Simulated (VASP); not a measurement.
A run of VASP 6.6.1:

Contents of INCAR:

```
SYSTEM = Sn
  ALGO = Normal
  EDIFF = 1E-6
  ENCUT = 520
  GGA = RE
  ISIF = 2
  ISMEAR = -1
  LASPH = .TRUE.
  LCHARG = .FALSE.
  LREAL = .FALSE.
  LWAVE = .FALSE.
  NBANDS = 28
  NELM = 60
  PREC = Accurate
  SIGMA = 0.1
```

The input KPOINTS:

```
k-points
0
G
  8 8 11
  0 0 0
```

Contents of POSCAR:

```
Sn
1.0
    5.4484204785      0.0000000000      0.0000000000
   -2.7242102392      4.7184705449      0.0000000000
    0.0000000000      0.0000000000      3.3243236040
Sn
3
Direct
    0.0000000000      0.0000000000      0.0000000000
    0.3333333333      0.6666666667      0.5000000000
    0.6666666667      0.3333333333      0.5000000000
```

Potentials or basis: VASP PAW PBE potentials, release 64 (Sn_d).

Command:

```bash
$ cat potpaw_PBE.64/Sn_d/POTCAR > POTCAR
$ mpirun -np 1 vasp_std > vasp.out
```

Hardware: 1 thread of Intel(R) Xeon(R) 6975P-C (Granite Rapids) (shared host).

Estimate the wall time of this run.

Wall time 65 s on 1 thread of Intel(R) Xeon(R) 6975P-C (Granite Rapids), with other jobs on the host, peak memory 0.27 GiB. Counts: scf iterations 12, k points 60.
